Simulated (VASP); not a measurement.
MgS: single point with PBE+D4

The system is MgS.

```
Mg S
1.0
     0.00000    2.58569    2.58569
     2.58569    0.00000    2.58569
     2.58569    2.58569    0.00000
Mg S
1 1
Direct
  0.00000 0.00000 0.00000
  0.50000 0.50000 0.50000
```

```
Program             : VASP 6.6.1
Task                : single point
Functional          : PBE
Dispersion          : D4
Potentials or basis : VASP PAW PBE potentials, release 64 (Mg, S)
Cutoff              : 600 eV
k mesh              : 8 × 8 × 8
Occupations         : gaussian, width 0.05 eV
Spin                : no spin polarisation
```

| Item | Value |
| --- | --- |
| Pressure | -0.3 GPa |
| Band gap on the k mesh | 2.82 eV, indirect (least direct gap 3.86 eV) |
| Dispersion energy per atom | -0.295 eV |

Levels at points of the mesh, in eV from the valence-band top:
```
           k point  band 1  band 2  band 3  band 4  band 5  band 6  band 7  band 8  band 9
(0.00, 0.00, 0.00)  -12.77    0.00    0.00    0.00    3.86    7.94    7.94    7.94   10.37
(0.50, 0.00, 0.00)  -11.42   -4.93   -0.61   -0.61    4.57    6.93    6.93   10.32   12.26
(0.50, 0.50, 0.00)  -11.03   -4.29   -1.72   -1.72    2.82    4.34   12.19   12.87   13.57
```

Run time: 27 s on 1 thread of Intel Xeon 8259CL, with other jobs on the host, peak memory 0.17 GiB.

A k mesh can miss the band edges. Expect the measured gap to be larger: semilocal functionals such as PBE lack the derivative discontinuity.
